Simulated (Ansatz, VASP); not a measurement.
# Two plane-wave programs on ZnS

```
Zn S
1.0
    -2.70465   -2.70465    0.00000
     2.70465   -2.70465    0.00000
     0.00000    0.00000   11.06860
Zn S
4 4
Direct
  0.00000 0.00000 0.91633
  0.50000 0.50000 0.18327
  0.00000 0.00000 0.42762
  0.50000 0.50000 0.67197
  0.50000 0.00000 0.30544
  0.00000 0.50000 0.54980
  0.50000 0.00000 0.79415
  0.00000 0.50000 0.06109
```

Alike in both runs: task single point; functional PBE; k mesh 7 × 7 × 3; occupations gaussian, width 0.05 eV; no spin polarisation.

|  | VASP | Ansatz |
| --- | --- | --- |
| version | VASP 6.6.1 | Ansatz 0.2.0 |
| potentials or method | VASP PAW PBE potentials, release 64 (Zn, S), cutoff 520 eV | scalar-relativistic, plane waves, PAW |
| valence electrons in the cell | 72 | 72 |

Ansatz gave:

| Item | Value |
| --- | --- |
| gap on the k mesh at the Fermi level (eV) | 1.86 |
| least direct gap on the mesh (eV) | 1.86 |
| pressure (GPa) | 0.0 |
| traceless stress, the component that is largest in VASP (GPa) | -0.86 |
| rms of the force components (eV/Å) | 0.290 |

What did VASP give for the same quantities?

gap on the k mesh at the Fermi level (eV): 1.87; least direct gap on the mesh (eV): 1.87; pressure (GPa): 0.1; traceless stress, the component that is largest in VASP (GPa): -0.85; rms of the force components (eV/Å): 0.292.

Atom by atom the forces differ by 0.002 eV/Å (rms over components).
